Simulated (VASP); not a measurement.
Wanted: the native input for a VASP 6.6.1 run.

| Quantity | Value |
| --- | --- |
| Task | single point |
| Functional | PBEsol |
| Potentials or basis | VASP PAW PBE potentials, release 64 (Zr_sv, B) |
| Cutoff | 520 eV |
| k mesh | 10 × 10 × 10 |
| Occupations | fermi-dirac, width 0.05 eV |
| Spin | non-collinear spin, zero start, spin-orbit coupling |
| Starting moments | [[0.0, 0.0, 0.0], [0.0, 0.0, 0.0]] μB |
| Dipole correction | no |
| Further INCAR settings | ALGO = Normal; EDIFF = 1e-06; NBANDS = 27 |

The structure of ZrB lies in POSCAR:

```
ZrB
1.0
    0.0000000000      2.3250000000      2.3250000000
    2.3250000000      0.0000000000      2.3250000000
    2.3250000000      2.3250000000      0.0000000000
Zr B
1 1
Direct
    0.0000000000      0.0000000000      0.0000000000
    0.5000000000      0.5000000000      0.5000000000
```

One way to write it, as run:

INCAR

```
SYSTEM = ZrB
ALGO = Normal ; EDIFF = 1E-6
ENCUT = 520 ; GGA = PS
GGA_COMPAT = .False. ; ISIF = 2
ISMEAR = -1 ; LASPH = .True.
LCHARG = .False. ; LMAXMIX = 4
LNONCOLLINEAR = .True. ; LORBIT = 11
LORBMOM = .True. ; LREAL = .False.
LSORBIT = .True. ; LWAVE = .False.
MAGMOM = 0 0 0 0 0 0 ; NBANDS = 27
NELM = 150 ; PREC = Accurate
SIGMA = 0.05
```

KPOINTS

```
k-points
0
Gamma
  10 10 10
  0 0 0
```

Potentials or basis: VASP PAW PBE potentials, release 64 (Zr_sv, B).

Launch:

```console
$ cat potpaw_PBE.64/Zr_sv/POTCAR potpaw_PBE.64/B/POTCAR > POTCAR
$ mpirun -np 1 vasp_ncl > vasp.out
```

It gave:

```yaml
Pressure: 29.4 GPa
Net_moment: 0.00 μB per cell
Valence_electrons_inside_the_program's_atomic_spheres: Zr 10.12; B 1.90
```

Caveat: the cell stands under pressure; the PAW data sets were made with another functional, which shifts forces and pressure a little.

Run time: 64 s on 1 thread of Intel Xeon 8259CL, with other jobs on the host, peak memory 0.22 GiB.
